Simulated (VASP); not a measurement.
Set up this calculation in VASP 6.6.1, as the native input.

```yaml
Task: single point
Functional: PBE
Potentials_or_basis: VASP PAW PBE potentials, release 64 (Cs_sv, Br)
Cutoff: 500 eV
k_mesh: 7 × 7 × 7
Occupations: fermi-dirac, width 0.03 eV
Spin: no spin polarisation
Dipole_correction: no
Further_INCAR_settings: ALGO = Normal; EDIFF = 1e-06; NBANDS = 15
```

The structure of CsBr lies in POSCAR:

```
CsBr
1.0
    3.6483710781      0.0000000000      0.0000000000
    0.0000000000      3.6483710781      0.0000000000
    0.0000000000      0.0000000000      3.6483710781
Cs Br
1 1
Direct
    0.0000000000      0.0000000000      0.0000000000
    0.5000000000      0.5000000000      0.5000000000
```

One way to write it, as run:

INCAR

```
SYSTEM = CsBr
  PREC = Accurate
  ENCUT = 500
  EDIFF = 1E-6
  ISMEAR = -1
  SIGMA = 0.03
  LREAL = .FALSE.
  LASPH = .TRUE.
  NELM = 120
  ALGO = Normal
  ISIF = 2
  LWAVE = .FALSE.
  LCHARG = .TRUE.
  GGA = PE
  LELF = .TRUE.
  LVHAR = .TRUE.
  NBANDS = 15
  GGA_COMPAT = .FALSE.
```

KPOINTS

```
Automatic mesh
0
G
  7 7 7
  0 0 0
```

Potentials or basis: VASP PAW PBE potentials, release 64 (Cs_sv, Br).

The run is started by

```sh
$ cat potpaw_PBE.64/Cs_sv/POTCAR potpaw_PBE.64/Br/POTCAR > POTCAR
$ mpirun -np 1 vasp_std > vasp.out
```

Results of the run:

- Pressure: 28.1 GPa
- Band gap on the k mesh: 3.33 eV, direct

Caveat: spin-orbit coupling is left out, which moves the levels of the heavy elements.

Run time: 30 s on 1 thread of AMD EPYC 7R13, with other jobs on the host, peak memory 0.13 GiB.
